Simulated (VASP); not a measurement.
# Si4Mo3 (P6/mmm) in VASP: further runs

Si4Mo3 is run at these levels: PBE; tasks: relaxation of cell and atoms.

All numbers are computed with VASP 6.6.1; they aren't measurements. Logs are shortened: lines on timing, memory, paths and dates and some standing lists are left out, and cuts for length are marked.

### 1 The cell of the first run

The structure is hexagonal, space group P6/mmm (No. 191). The conventional cell has a = 4.764 Å, b = 4.764 Å, c = 5.936 Å, α = 90.00°, β = 90.00°, γ = 120.00°. Within 2.4 Å of Si (site symmetry 3m) lie 1 Mo at 1.85 Å and 1 Si at 2.25 Å. Mo (site symmetry -6m2) has 2 Si at 1.85 Å within 2.4 Å. Mo (site symmetry 6/mmm) has 6 Mo at 2.75 Å and 12 Si at 3.31 Å within 3.6 Å.

The cell was built from a structure type or drawn by symmetry, and may not be a known phase.

### 2 Relaxation of cell and atoms, PBE

Contents of INCAR:

```
  PREC = Accurate
  ENCUT = 500
  EDIFF = 1E-7
  ISMEAR = 0
  SIGMA = 0.2
  LREAL = False
  LASPH = True
  NELM = 120
  ALGO = Normal
  ISIF = 3
  LWAVE = False
  LCHARG = False
  GGA = PE
  IBRION = 2
  NSW = 36
  EDIFFG = -0.08
  GGA_COMPAT = False
  NELMIN = 4
```

Contents of KPOINTS:

```
Automatic mesh
0
Gamma
  4 4 3
```

Contents of POSCAR:

```
Si4Mo3
1.0
    4.7638939000      0.0000000000      0.0000000000
   -2.3819469500      4.1256531400      0.0000000000
    0.0000000000      0.0000000000      5.9362054000
Si Mo
4 3
Direct
    0.3333333300      0.6666666700      0.1891076700
    0.6666666700      0.3333333300      0.1891076700
    0.6666666700      0.3333333300      0.8108923300
    0.3333333300      0.6666666700      0.8108923300
    0.3333333300      0.6666666700      0.5000000000
    0.6666666700      0.3333333300      0.5000000000
    0.0000000000      0.0000000000      0.5000000000
```

Potentials or basis: VASP PAW PBE potentials, release 64 (Si, Mo_sv).

The run is started by

```sh
cat potpaw_PBE.64/Si/POTCAR potpaw_PBE.64/Mo_sv/POTCAR > POTCAR
mpirun -np 1 vasp_std > vasp.out
```

OUTCAR:

```text
PREC = Accurate
   ENCUT = 500
   EDIFF = 1E-7
   ISMEAR = 0
   LREAL = False
   LASPH = True
   NELM = 120
   ISIF = 3
   GGA = PE
   IBRION = 2
   NSW = 36
   EDIFFG = -0.08
   NELMIN = 4

 ion  position               nearest neighbor table
   1  0.333  0.667  0.189-   5 1.85   4 2.25   2 2.75   2 2.75   2 2.75   7 3.31   6 3.31   6 3.31
                             7 3.31   7 3.31   6 3.31
   2  0.667  0.333  0.189-   6 1.85   3 2.25   1 2.75   1 2.75   1 2.75   7 3.31   5 3.31   5 3.31
                             7 3.31   7 3.31   5 3.31
   3  0.667  0.333  0.811-   6 1.85   2 2.25   4 2.75   4 2.75   4 2.75   7 3.31   5 3.31   5 3.31
                             7 3.31   7 3.31   5 3.31
   4  0.333  0.667  0.811-   5 1.85   1 2.25   3 2.75   3 2.75   3 2.75   7 3.31   6 3.31   6 3.31
                             7 3.31   7 3.31   6 3.31
   5  0.333  0.667  0.500-   1 1.85   4 1.85   7 2.75   6 2.75   6 2.75   7 2.75   7 2.75   6 2.75
                             3 3.31   2 3.31   3 3.31   2 3.31   3 3.31   2 3.31
   6  0.667  0.333  0.500-   2 1.85   3 1.85   7 2.75   5 2.75   5 2.75   7 2.75   7 2.75   5 2.75
                             1 3.31   4 3.31   1 3.31   4 3.31   1 3.31   4 3.31
   7  0.000  0.000  0.500-   5 2.75   6 2.75   6 2.75   5 2.75   6 2.75   5 2.75   1 3.31   2 3.31
                             3 3.31   4 3.31   2 3.31   1 3.31   4 3.31   3 3.31   4 3.31   1 3.31

  LATTYP: Found a hexagonal cell.
 ALAT       =     4.7638939000
 C/A-ratio  =     1.2460826216

  Lattice vectors:

 A1 = (   4.7638939000,   0.0000000000,   0.0000000000)
 A2 = (  -2.3819469500,   4.1256531400,   0.0000000000)
 A3 = (   0.0000000000,   0.0000000000,   5.9362054000)

Analysis of symmetry for initial positions (statically):
=====================================================================
 Subroutine PRICEL returns:
 Original cell was already a primitive cell.

 Routine SETGRP: Setting up the symmetry group for a
 hexagonal supercell.

 Subroutine GETGRP returns: Found 24 space group operations
 (whereof 24 operations were pure point group operations)
 out of a pool of 24 trial point group operations.

The static configuration has the point symmetry D_6h.

Analysis of symmetry for dynamics (positions and initial velocities):
=====================================================================
 Subroutine PRICEL returns:
 Original cell was already a primitive cell.

 Routine SETGRP: Setting up the symmetry group for a
 hexagonal supercell.

 Subroutine GETGRP returns: Found 24 space group operations
 (whereof 24 operations were pure point group operations)
[... 90 lines left out ...]
   LNONCOLLINEAR =      F non collinear calculations
   LSORBIT =      F    spin-orbit coupling
   LASPH  =      T    aspherical Exc in radial PAW
   ENCUT  =  500.0 eV  36.75 Ry    6.06 a.u.   8.69  8.69 10.82*2*pi/ulx,y,z
   NELM   =    120;   NELMIN=  4; NELMDL= -5     # of ELM steps
   EDIFF  = 0.1E-06   stopping-criterion for ELM
   LREAL  =      F    real-space projection
   EDIFFG = -.8E-01   stopping-criterion for IOM
   NSW    =     36    number of steps for IOM
   IBRION =      2    ionic relax: 0-MD 1-quasi-New 2-CG
   NFREE  =      1    steps in history (QN), initial steepest desc. (CG)
   ISIF   =      3    stress and relaxation
   ISYM   =      2    0-nonsym 1-usesym 2-fastsym
   POTIM  = 0.5000    time-step for ionic-motion
   TEBEG  =    0.0;   TEEND  =   0.0 temperature during run
   PSTRESS=    0.0 pullay stress
   NELECT =      58.0000    total number of electrons
   NUPDOWN=      -1.0000    fix difference up-down
   EMIN   =  10.00;   EMAX   =-10.00  energy-range for DOS
   EFERMI =   0.00;   METHOD = LEGACY
   ISMEAR =     0;   SIGMA  =   0.20  broadening in eV -4-tet -1-fermi 0-gaus
   EFERMI_NEDOS =   21; number of points for ismear=-14 and -15
   IALGO  =     38    algorithm
   IMIX   =      4    mixing-type and parameters
     AMIX     =   0.40;   BMIX     =  1.00
     AMIX_MAG =   1.60;   BMIX_MAG =  1.00
  volume/ion in A,a.u.               =      16.67       112.48
  Fermi-wavevector in a.u.,A,eV,Ry     =   1.296869  2.450728 22.883235  1.681870
  Thomas-Fermi vector in A             =   2.428298
   LORBIT       =      0    0 simple, 1 ext, 2 COOP (PROOUT), +10 PAW based schemes
   GGA     = PE    functional components
   LHFCALC =     F    Hartree Fock is set to
   AEXX    =    0.0000 exact exchange contribution
   IVDW    =     0    specifies the selected vdW correction
   LEPSILON=     F    determine dielectric tensor
   LRPA    =     F    only Hartree local field effects (RPA)
 conjugate gradient relaxation of ions
 non-spin polarized calculation
 Gauss-broadening in eV      SIGMA  =   0.20
  energy-cutoff  :      500.00
  volume of cell :      116.67
 maximum number of plane-waves:      2979
 NGX is ok and might be reduce to    36
   NGX = 17   NGY = 17   NGZ = 21

--------------------------------------- Ionic step        1  -------------------------------------------

 number of electron      57.9999989 magnetization

 Free energy of the ion-electron system (eV)
  ---------------------------------------------------
  ext. energy  EPLUGINS =         0.00000000
  ---------------------------------------------------
  free energy    TOTEN  =       -35.39714059 eV

  energy without entropy =      -35.31167201  energy(sigma->0) =      -35.35440630

------------------------ aborting loop because EDIFF is reached ----------------------------------------

  FORCE on cell =-STRESS in cart. coord.  units (eV):
  Direction    XX          YY          ZZ          XY          YZ          ZX
  --------------------------------------------------------------------------------------
  -------------------------------------------------------------------------------------
  Total        2.2330842      2.2330842    110.6595958      0.0000000     -0.0000000     -0.0000000
  in kB       30.6656360     30.6656360   1519.6233205      0.0000000     -0.0000000     -0.0000000
  external PRESSURE =     526.9848642 kB  Pullay stress =       0.0000000 kB
[... 713 lines left out ...]
     33       7.4880      0.00000
     34       7.4994      0.00000

[... ionic steps 4 to 20 ...]

--------------------------------------- Ionic step       21  -------------------------------------------

 number of electron      58.0000017 magnetization

------------------------ aborting loop because EDIFF is reached ----------------------------------------
[... 77 lines left out ...]
--------------------------------------- Ionic step       23  -------------------------------------------

 number of electron      58.0000018 magnetization

 Free energy of the ion-electron system (eV)
  ---------------------------------------------------
  ext. energy  EPLUGINS =         0.00000000
  ---------------------------------------------------
  free energy    TOTEN  =       -48.16426227 eV

  energy without entropy =      -48.05634400  energy(sigma->0) =      -48.11030313

 E-fermi :   7.4796     XC(G=0): -10.5791

 val. band max:        7.4430624623   @ k =   0.2500   0.2500   0.0000
 cond. band min:       7.5720285520   @ k =   0.0000   0.0000   0.3333
 fundamental gap:      0.1289660898
 Fermi energy:         7.4795959423
[... 328 lines left out ...]
  FREE ENERGIE OF THE ION-ELECTRON SYSTEM (eV)
  ---------------------------------------------------
  free  energy   TOTEN  =       -48.1642622688 eV

  energy  without entropy=      -48.0563439956  energy(sigma->0) =      -48.11030313

 reached required accuracy - stopping structural energy minimisation
```

OSZICAR:

```text
N       E                     dE             d eps       ncg     rms          rms(c)
DAV:   1     0.559016632351E+03    0.55902E+03   -0.33850E+04   608   0.159E+03
DAV:   2    -0.161557569902E+02   -0.57517E+03   -0.56654E+03   624   0.443E+02
DAV:   3    -0.416033279483E+02   -0.25448E+02   -0.24994E+02   734   0.801E+01
[... 473 lines left out ...]
DAV:   6    -0.481642516186E+02   -0.34377E-03   -0.36984E-03   626   0.379E-01    0.166E-01
DAV:   7    -0.481642611954E+02   -0.95768E-05   -0.34773E-04   660   0.996E-02    0.275E-02
DAV:   8    -0.481642609332E+02    0.26223E-06   -0.30419E-05   636   0.252E-02    0.162E-02
DAV:   9    -0.481642622503E+02   -0.13171E-05   -0.74310E-06   680   0.152E-02    0.357E-03
DAV:  10    -0.481642622688E+02   -0.18449E-07   -0.29964E-07   492   0.280E-03
  23 F= -.48164262E+02 E0= -.48110303E+02  d E =-.260960E-02
```

Run time: 8.3 min. Hardware: 1 thread of Intel Xeon 6975P-C (Granite Rapids), shared host; peak memory 0.25 GiB.

Results:

```
Free energy                           : -48.1643 eV
Relaxed volume                        : 19.53 Å³/atom
Relaxed cell                          : a = 4.494 Å, b = 4.494 Å, c = 7.818 Å, α = 90.00°, β = 90.00°, γ = 120.00°
Space group after relaxing (to 0.1 Å) : P6/mmm (No. 191)
Pressure after relaxing               : 0.0 GPa
Largest force after relaxing          : 0.028 eV/Å
Band gap on the k mesh                : zero (bands 29 and 30 overlap by 0.83 eV)
```

Forces in eV/Å, atoms in the order of the input:
```
Si   0.000  0.000  0.028
Si   0.000  0.000  0.028
Si   0.000  0.000 -0.028
Si   0.000  0.000 -0.028
Mo   0.000  0.000  0.000
Mo   0.000  0.000  0.000
Mo   0.000  0.000  0.000
```

Stress tensor (GPa, compression positive):
```
-0.04  0.00  0.00
 0.00 -0.04  0.00
 0.00  0.00  0.03
```

Final structure:
```xyz
7
Lattice="4.4940 0.0000 0.0000 -2.2470 3.8919 0.0000 0.0000 0.0000 7.8178" Properties=species:S:1:pos:R:3 pbc="T T T"
Si    0.0000    2.5946    1.2914
Si    2.2470    1.2973    1.2914
Si    2.2470    1.2973    6.5264
Si    0.0000    2.5946    6.5264
Mo    0.0000    2.5946    3.9089
Mo    2.2470    1.2973    3.9089
Mo    0.0000    0.0000    3.9089
```

Caveat: the k points lie up to 0.40 Å⁻¹ apart in the final cell, too coarse for converged energies and pressures of a metal; the volume moved by over 15 % at a fixed basis, so the end points are rough.

### 3 Relaxation of cell and atoms, PBE

This run uses another cell than the first one, of 17.36 Å³/atom.

Contents of INCAR:

```
PREC = Accurate
ENCUT = 500
EDIFF = 1E-7
ISMEAR = 0
SIGMA = 0.2
LREAL = False
LASPH = True
NELM = 120
ALGO = Normal
ISIF = 3
LWAVE = False
LCHARG = False
GGA = PE
IBRION = 2
NSW = 36
EDIFFG = -0.08
GGA_COMPAT = False
NELMIN = 4
```

Contents of KPOINTS:

```
regular mesh
0
Gamma
  4 4 3
```

Contents of POSCAR:

```
Si4Mo3
1.0
    5.1713649400      0.0000000000      0.0000000000
   -2.5856824700      4.4785334100      0.0000000000
    0.0000000000      0.0000000000      5.2476741600
Si Mo
4 3
Direct
    0.0000000000      0.0000000000      0.2596834300
    0.0000000000      0.0000000000      0.7403165700
    0.3333333300      0.6666666700      0.5000000000
    0.6666666700      0.3333333300      0.5000000000
    0.5000000000      0.0000000000      0.0000000000
    0.0000000000      0.5000000000      0.0000000000
    0.5000000000      0.5000000000      0.0000000000
```

Potentials or basis: VASP PAW PBE potentials, release 64 (Si, Mo_sv).

The run is started by

```sh
cat potpaw_PBE.64/Si/POTCAR potpaw_PBE.64/Mo_sv/POTCAR > POTCAR
mpirun -np 1 vasp_std > vasp.out
```

Wall time 2.6 min (1 thread of Intel Xeon 6975P-C (Granite Rapids), shared host); peak memory 0.25 GiB.

The run converged. Its results:

```yaml
Free_energy: -53.7848 eV
Relaxed_volume: 15.30 Å³/atom
Relaxed_cell: a = 5.293 Å, b = 5.293 Å, c = 4.412 Å, α = 90.00°, β = 90.00°, γ = 120.00°
Space_group_after_relaxing_to_0.1_Å: P6/mmm (No. 191)
Energy_gained_by_relaxing: 305.1 meV/atom
Ionic_steps: 11
Pressure_after_relaxing: 0.0 GPa
Largest_force_after_relaxing: 0.041 eV/Å
Band_gap_on_the_k_mesh: zero (bands 29 and 30 overlap by 0.76 eV)
```

Forces in eV/Å, atoms in the order of the input:
```
Si   0.000  0.000  0.041
Si   0.000  0.000 -0.041
Si   0.000  0.000  0.000
Si   0.000  0.000  0.000
Mo   0.000  0.000  0.000
Mo   0.000  0.000  0.000
Mo   0.000  0.000  0.000
```

Stress tensor (GPa, compression positive):
```
 0.18  0.00  0.00
 0.00  0.18  0.00
 0.00  0.00 -0.22
```

The path:
| step | energy change (eV) | largest force (eV/Å) | pressure (GPa) | volume (Å³) |
| --- | --- | --- | --- | --- |
| 1 | 0.0000 | 0.9163 | -12.62 | 121.54 |
| 2 | -1.4608 | 0.0408 | 18.02 | 98.50 |
| 3 | -1.5915 | 0.3681 | 8.51 | 102.81 |
| 4 | -1.9365 | 1.2307 | 6.05 | 104.47 |
| 5 | -2.0832 | 0.3496 | 5.56 | 104.06 |
| 6 | -2.0836 | 0.4083 | 5.54 | 104.10 |
| 7 | -2.0362 | 0.8365 | -6.31 | 111.12 |
| 8 | -2.1349 | 0.1770 | 0.17 | 106.96 |
| 9 | -2.1349 | 0.1666 | 0.27 | 106.90 |
| 10 | -2.1355 | 0.1826 | -0.11 | 107.18 |
| 11 | -2.1360 | 0.0413 | 0.04 | 107.07 |

Final structure:
```
CELL_PARAMETERS angstrom
5.29337 0.00000 0.00000
-2.64668 4.58419 0.00000
0.00000 0.00000 4.41233
ATOMIC_POSITIONS crystal
Si 0.00000 0.00000 0.24905
Si 0.00000 0.00000 0.75095
Si 0.33333 0.66667 0.50000
Si 0.66667 0.33333 0.50000
Mo 0.50000 0.00000 0.00000
Mo 0.00000 0.50000 0.00000
Mo 0.50000 0.50000 0.00000
```

Levels at points of the mesh, in eV from the Fermi level:
| k point | band 26 | band 27 | band 28 | band 29 | band 30 | band 31 | band 32 | band 33 |
| --- | --- | --- | --- | --- | --- | --- | --- | --- |
| (0.00, 0.00, 0.00) | -3.48 | -3.48 | -0.16 | 0.73 | 0.73 | 0.78 | 1.03 | 1.31 |
| (0.50, 0.00, 0.00) | -2.22 | -1.96 | -1.08 | -0.48 | 0.82 | 0.96 | 0.96 | 1.29 |

Caveat: the k points lie up to 0.47 Å⁻¹ apart in the final cell, too coarse for converged energies and pressures of a metal; a cell axis changed by over 15 % at a fixed basis, so the end point is rough; the relaxation stopped at a loose force limit of 0.08 eV/Å, so its end isn't a converged minimum.

### 4 Relaxation of cell and atoms, PBE

This run uses another cell than the first one, of 17.32 Å³/atom.

INCAR is that of step 3.

Contents of KPOINTS:

```
Automatic mesh
0
Gamma
  4 4 3
```

Contents of POSCAR:

```
Si4Mo3
1.0
    4.4961946500      0.0000000000      0.0000000000
   -2.2480973300      3.8938187900      0.0000000000
    0.0000000000      0.0000000000      6.9234813600
Si Mo
4 3
Direct
    0.3333333300      0.6666666700      0.7783285400
    0.3333333300      0.6666666700      0.2216714600
    0.6666666700      0.3333333300      0.2216714600
    0.6666666700      0.3333333300      0.7783285400
    0.5000000000      0.0000000000      0.0000000000
    0.0000000000      0.5000000000      0.0000000000
    0.5000000000      0.5000000000      0.0000000000
```

The run is started by

```sh
cat potpaw_PBE.64/Si/POTCAR potpaw_PBE.64/Mo_sv/POTCAR > POTCAR
mpirun -np 1 vasp_std > vasp.out
```

Wall time 28 min (1 thread of Intel Xeon 6975P-C (Granite Rapids), shared host); peak memory 0.26 GiB.

Results (log left out):

- Free energy: -50.1225 eV
- Relaxed volume: 22.31 Å³/atom
- Relaxed cell: a = 5.312 Å, b = 5.312 Å, c = 6.391 Å, α = 90.00°, β = 90.00°, γ = 120.00°
- Space group after relaxing (to 0.1 Å): P6/mmm (No. 191)
- Pressure after relaxing: 0.2 GPa
- Largest force after relaxing: 0.016 eV/Å
- Band gap on the k mesh: zero (bands 29 and 30 overlap by 1.23 eV)

Forces in eV/Å, atoms in the order of the input:
```
Si   0.000  0.000 -0.016
Si   0.000  0.000  0.016
Si   0.000  0.000  0.016
Si   0.000  0.000 -0.016
Mo   0.000  0.000  0.000
Mo   0.000  0.000  0.000
Mo   0.000  0.000  0.000
```

Stress tensor (GPa, compression positive):
```
 0.52  0.00  0.00
 0.00  0.52  0.00
 0.00  0.00 -0.30
```

Final structure:
```cif
data_structure
_symmetry_space_group_name_H-M 'P 1'
_symmetry_Int_Tables_number 1
_cell_length_a 5.3122
_cell_length_b 5.3122
_cell_length_c 6.3915
_cell_angle_alpha 90.000
_cell_angle_beta 90.000
_cell_angle_gamma 120.000
_cell_volume 156.20
loop_
_atom_site_label
_atom_site_type_symbol
_atom_site_fract_x
_atom_site_fract_y
_atom_site_fract_z
_atom_site_occupancy
Si1 Si 0.33333 0.66667 0.31728 1
Si2 Si 0.33333 0.66667 0.68272 1
Si3 Si 0.66667 0.33333 0.68272 1
Si4 Si 0.66667 0.33333 0.31728 1
Mo1 Mo 0.50000 0.00000 0.00000 1
Mo2 Mo 0.00000 0.50000 0.00000 1
Mo3 Mo 0.50000 0.50000 0.00000 1
```

Levels at points of the mesh, in eV from the Fermi level:
```
           k point  band 25  band 26  band 27  band 28  band 29  band 30  band 31  band 32
(0.00, 0.00, 0.00)    -2.32    -1.07    -0.24    -0.24     0.20     0.20     1.74     1.74
(0.50, 0.00, 0.00)    -1.13    -0.76    -0.73    -0.70    -0.30    -0.19     0.14     0.30
```

Caveat: the k points lie up to 0.34 Å⁻¹ apart in the final cell, too coarse for converged energies and pressures of a metal; the volume moved by over 15 % at a fixed basis, so the end points are rough.

### 5 The runs side by side

| cell | gap on the mesh (eV) | pressure (GPa) | relaxed volume (Å³/atom) | largest force (eV/Å) |
| --- | --- | --- | --- | --- |
| relaxed from a = 4.764, b = 4.764, c = 5.936 Å, angles 90.0, 90.0, 120.0°, 7 atoms, atomic positions A | none | 0.0 | 19.53 | 0.03 |
| relaxed from a = 5.171, b = 5.171, c = 5.248 Å, angles 90.0, 90.0, 120.0°, 7 atoms, atomic positions B | none | 0.0 | 15.30 | 0.04 |
| relaxed from a = 4.496, b = 4.496, c = 6.923 Å, angles 90.0, 90.0, 120.0°, 7 atoms, atomic positions C | none | 0.2 | 22.31 | 0.02 |

Alike in all rows: task relaxation of cell and atoms; level PBE; potentials or basis VASP PAW PBE potentials, release 64 (Si, Mo_sv); no spin polarisation; k mesh 4 × 4 × 3; cutoff (eV) 500; smearing gaussian 0.2 eV.

Caveats: all runs use coarse meshes; the volume moved by over 15 % at a fixed basis, so the end points are rough (at least some runs); a cell axis changed by over 15 % at a fixed basis, so the end point is rough (at least some runs); the relaxation stopped at a loose force limit of 0.08 eV/Å, so its end isn't a converged minimum (at least some runs).

Total energies depend on the potentials used, so only differences within one code and one set of settings carry meaning.
